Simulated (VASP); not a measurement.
Write the native input for VASP 6.6.1 that does the following.

| Quantity | Value |
| --- | --- |
| Task | single point |
| Functional | PBEsol |
| Potentials or basis | VASP PAW PBE potentials, release 64 (Mg, O) |
| Cutoff | 520 eV |
| k mesh | 10 × 10 × 10 |
| Occupations | gaussian, width 0.05 eV |
| Spin | no spin polarisation |
| Dipole correction | no |
| Further INCAR settings | ALGO = Normal; EDIFF = 1e-06; NBANDS = 11 |

The structure of MgO lies in POSCAR:

```
MgO
1.0
    0.0000000000      2.1597833635      2.2124610065
    2.1597833635      0.0000000000      2.2124610065
    2.1597833635      2.1597833635      0.0000000000
Mg O
1 1
Direct
    0.0000000000      0.0000000000      0.0000000000
    0.5000000000      0.5000000000      0.5000000000
```

This cell differs from its parent crystal: strain +0.025 along x and y, +0.050 along z.

One way to write it, as run:

INCAR

```
  PREC = Accurate
  ENCUT = 520
  EDIFF = 1E-6
  ISMEAR = 0
  SIGMA = 0.05
  LREAL = F
  LASPH = T
  NELM = 80
  ALGO = Normal
  ISIF = 2
  LWAVE = F
  LCHARG = T
  GGA = PS
  LELF = T
  LVHAR = T
  NBANDS = 11
```

KPOINTS

```
Automatic mesh
0
Gamma
  10 10 10
```

Potentials or basis: VASP PAW PBE potentials, release 64 (Mg, O).

Launch:

```bash
$ cat potpaw_PBE.64/Mg/POTCAR potpaw_PBE.64/O/POTCAR > POTCAR
$ mpirun -np 1 vasp_std > vasp.out
```

Results of the run:

```
Pressure               : -13.1 GPa
Band gap on the k mesh : 3.69 eV, direct
```

Caveat: the cell differs from its parent crystal (strain +0.025 along x and y, +0.050 along z); the PAW data sets were made with another functional, which shifts forces and pressure a little.

It took 26 s on 1 thread of Intel Xeon 6975P-C, with other jobs on the host, peak memory 0.15 GiB.
